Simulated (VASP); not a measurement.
# GaSb (I-4m2) in VASP: notebook

Runs on GaSb. Level: r2SCAN. Tasks: single point.

All numbers are computed with VASP 6.6.1; they aren't measurements. Logs are shortened: lines on timing, memory, paths and dates and some standing lists are left out, and cuts for length are marked.

## Step 1: The cell of the first run

The structure is tetragonal, space group I-4m2 (No. 119). Conventional cell: a = 4.434 Å, b = 4.434 Å, c = 6.118 Å, α = 90.00°, β = 90.00°, γ = 90.00°. Within 3.6 Å of Ga (site symmetry -4m2) lie 4 Sb at 2.69 Å. Within 3.6 Å of Sb (site symmetry -4m2) lie 4 Ga at 2.69 Å.

## Step 2: Single point, r2SCAN (strain +0.025 along x and y, +0.000 along z)

Input file POSCAR:

```
GaSb
1.0
    0.0000000000      3.1354750000      3.0590000000
    3.1354750000      0.0000000000      3.0590000000
    3.1354750000      3.1354750000      0.0000000000
Ga Sb
1 1
Direct
    0.0000000000      0.0000000000      0.0000000000
    0.7500000000      0.7500000000      0.7500000000
```

Input file INCAR.step1:

```
PREC     = Accurate       # precision mode
ENCUT    = 520            # plane-wave cutoff, eV
ISMEAR   = 0              # smearing method
SIGMA    = 0.05           # smearing width, eV
LREAL    = F              # projectors in reciprocal space
LASPH    = T              # aspherical terms in the spheres
NELM     = 60             # most SCF steps
NBANDS   = 16             # bands
GGA      = PE             # functional
ALGO     = Normal         # electronic algorithm
EDIFF    = 1E-4           # SCF threshold, eV
LWAVE    = T              # write WAVECAR
LCHARG   = F              # write CHGCAR
```

Input file INCAR.step2:

```
PREC     = Accurate       # precision mode
ENCUT    = 520            # plane-wave cutoff, eV
EDIFF    = 1E-7           # SCF threshold, eV
ISMEAR   = 0              # smearing method
SIGMA    = 0.05           # smearing width, eV
LREAL    = F              # projectors in reciprocal space
LASPH    = T              # aspherical terms in the spheres
NELM     = 60             # most SCF steps
ALGO     = Normal         # electronic algorithm
ISIF     = 2              # what is computed and relaxed
LWAVE    = F              # write WAVECAR
LCHARG   = F              # write CHGCAR
METAGGA  = R2SCAN         # meta-GGA
LMIXTAU  = T            
NBANDS   = 16             # bands
ISTART   = 1
```

Input file KPOINTS:

```
Automatic mesh
0
Gamma
  10 10 10
```

Potentials or basis: VASP PAW PBE potentials, release 64 (Ga_d, Sb).

Started as:

```
> cat potpaw_PBE.64/Ga_d/POTCAR potpaw_PBE.64/Sb/POTCAR > POTCAR
> cp INCAR.step1 INCAR
> mpirun -np 1 vasp_std > vasp.out
> cp INCAR.step2 INCAR
> mpirun -np 1 vasp_std > vasp.out
```

OUTCAR:

```text
PREC = Accurate
   ENCUT = 520
   EDIFF = 1E-7
   ISMEAR = 0
   LREAL = F
   LASPH = T
   NELM = 60
   ISIF = 2
   METAGGA = R2SCAN
   ISTART = 1

 ion  position               nearest neighbor table
   1  0.000  0.000  0.000-   2 2.69   2 2.69   2 2.69   2 2.69
   2  0.750  0.750  0.750-   1 2.69   1 2.69   1 2.69   1 2.69

  LATTYP: Found a body centered tetragonal cell.
 ALAT       =     4.4342312695
 C/A-ratio  =     1.3797205487

  Lattice vectors:

 A1 = (   0.0000000000,  -3.1354750000,  -3.0590000000)
 A2 = (   0.0000000000,   3.1354750000,  -3.0590000000)
 A3 = (   3.1354750000,   0.0000000000,   3.0590000000)

Analysis of symmetry for initial positions (statically):
=====================================================================
 Subroutine PRICEL returns:
 Original cell was already a primitive cell.

 Routine SETGRP: Setting up the symmetry group for a
 body centered tetragonal supercell.

 Subroutine GETGRP returns: Found  8 space group operations
 (whereof  8 operations were pure point group operations)
 out of a pool of 16 trial point group operations.

The static configuration has the point symmetry D_2d.

Analysis of symmetry for dynamics (positions and initial velocities):
=====================================================================
 Subroutine PRICEL returns:
 Original cell was already a primitive cell.

 Routine SETGRP: Setting up the symmetry group for a
 body centered tetragonal supercell.

 Subroutine GETGRP returns: Found  8 space group operations
 (whereof  8 operations were pure point group operations)
 out of a pool of 16 trial point group operations.

The dynamic configuration has the point symmetry D_2d.

 Subroutine INISYM returns: Found  8 space group operations
 (whereof  8 operations are pure point group operations),
 and found     1 'primitive' translations

----------------------------------------------------------------------------------------

                                     Primitive cell

  volume of cell :      60.1473

  direct lattice vectors                    reciprocal lattice vectors
     0.000000000  3.135475000  3.059000000    -0.159465472  0.159465472  0.163452109
     3.135475000  0.000000000  3.059000000     0.159465472 -0.159465472  0.163452109
     3.135475000  3.135475000  0.000000000     0.159465472  0.159465472 -0.163452109

  length of vectors
     4.380489068  4.380489068  4.434231269     0.278523006  0.278523006  0.278523006

[... 80 lines left out ...]
   EDIFF  = 0.1E-06   stopping-criterion for ELM
   LREAL  =      F    real-space projection
   EDIFFG = 0.1E-05   stopping-criterion for IOM
   NSW    =      0    number of steps for IOM
   IBRION =     -1    ionic relax: 0-MD 1-quasi-New 2-CG
   NFREE  =      0    steps in history (QN), initial steepest desc. (CG)
   ISIF   =      2    stress and relaxation
   ISYM   =      2    0-nonsym 1-usesym 2-fastsym
   POTIM  = 0.5000    time-step for ionic-motion
   TEBEG  =    0.0;   TEEND  =   0.0 temperature during run
   PSTRESS=    0.0 pullay stress
   NELECT =      18.0000    total number of electrons
   NUPDOWN=      -1.0000    fix difference up-down
   EMIN   =  10.00;   EMAX   =-10.00  energy-range for DOS
   EFERMI =   0.00;   METHOD = LEGACY
   ISMEAR =     0;   SIGMA  =   0.05  broadening in eV -4-tet -1-fermi 0-gaus
   EFERMI_NEDOS =   21; number of points for ismear=-14 and -15
   IALGO  =     38    algorithm
   IMIX   =      4    mixing-type and parameters
     AMIX     =   0.40;   BMIX     =  1.00
     AMIX_MAG =   1.60;   BMIX_MAG =  1.00
  volume/ion in A,a.u.               =      30.07       202.95
  Fermi-wavevector in a.u.,A,eV,Ry     =   1.095032  2.069311 16.314689  1.199096
  Thomas-Fermi vector in A             =   2.231348
   LORBIT       =      0    0 simple, 1 ext, 2 COOP (PROOUT), +10 PAW based schemes
   METAGGA = R2SCAN    functional components
   LHFCALC =     F    Hartree Fock is set to
   AEXX    =    0.0000 exact exchange contribution
   IVDW    =     0    specifies the selected vdW correction
   LEPSILON=     F    determine dielectric tensor
   LRPA    =     F    only Hartree local field effects (RPA)
 non-spin polarized calculation
 Gauss-broadening in eV      SIGMA  =   0.05
  energy-cutoff  :      520.00
  volume of cell :       60.15
 maximum number of plane-waves:      1636
 NGX is ok and might be reduce to    36
   NGX = 17   NGY = 17   NGZ = 17

 number of electron      17.9999994 magnetization

 Free energy of the ion-electron system (eV)
  ---------------------------------------------------
  ext. energy  EPLUGINS =         0.00000000
  ---------------------------------------------------
  free energy    TOTEN  =       -37.58613933 eV

  energy without entropy =      -37.58608437  energy(sigma->0) =      -37.58611185

 E-fermi :   4.2722     XC(G=0):  -9.4952

 val. band max:        4.2639771910   @ k =   0.0000   0.0000   0.0000
 cond. band min:       4.2804585318   @ k =   0.0000   0.0000   0.0000
 fundamental gap:      0.0164813407
 Fermi energy:         4.2722271141

 k-point     1 :       0.0000    0.0000    0.0000
  band No.  band energies     occupation
      1     -11.2206      2.00000
      2     -11.2206      2.00000
      3     -11.2172      2.00000
      4     -11.1720      2.00000
      5     -11.1682      2.00000
      6      -7.3971      2.00000
[... 433 lines left out ...]
      3     -11.2031      2.00000
      4     -11.1799      2.00000
      5     -11.1648      2.00000
      6      -5.7706      2.00000
[... 8 lines left out ...]
     15      14.8433      0.00000
     16      15.1729      0.00000

 [... further k-points ...]

------------------------ aborting loop because EDIFF is reached ----------------------------------------

  FORCE on cell =-STRESS in cart. coord.  units (eV):
  Direction    XX          YY          ZZ          XY          YZ          ZX
  --------------------------------------------------------------------------------------
  -------------------------------------------------------------------------------------
  Total       -0.8738593     -0.8738593     -0.4555988      0.0000000     -0.0000000     -0.0000000
  in kB      -23.2774792    -23.2774792    -12.1360401      0.0000000     -0.0000000     -0.0000000
  external PRESSURE =     -19.5636662 kB  Pullay stress =       0.0000000 kB

 VOLUME and BASIS-vectors are now :
 -----------------------------------------------------------------------------
  energy-cutoff  :      520.00
  volume of cell :       60.15
      direct lattice vectors                 reciprocal lattice vectors
     0.000000000  3.135475000  3.059000000    -0.159465472  0.159465472  0.163452109
     3.135475000  0.000000000  3.059000000     0.159465472 -0.159465472  0.163452109
     3.135475000  3.135475000  0.000000000     0.159465472  0.159465472 -0.163452109

 POSITION                                       TOTAL-FORCE (eV/Angst)
 -----------------------------------------------------------------------------------
      0.00000      0.00000      0.00000        -0.000000     -0.000000      0.000000
      4.70321      4.70321      4.58850         0.000000      0.000000     -0.000000
 -----------------------------------------------------------------------------------
    total drift:                               -0.000003     -0.000003     -0.000013

  FREE ENERGIE OF THE ION-ELECTRON SYSTEM (eV)
  ---------------------------------------------------
  free  energy   TOTEN  =       -37.5861393302 eV

  energy  without entropy=      -37.5860843663  energy(sigma->0) =      -37.58611185
```

Wall time 5.4 min (1 thread of AMD EPYC 9R45 (Zen 5), shared host); peak memory 0.25 GiB.

What came out:

```yaml
Free_energy: -37.5861 eV
Pressure: -2.0 GPa
```

Caveat: the cell differs from its parent crystal (strain +0.025 along x and y, +0.000 along z); the PAW data sets were made with another functional, which shifts forces and pressure a little; spin-orbit coupling is left out, which moves the levels of the heavy elements.

[end of part 1 of 2]
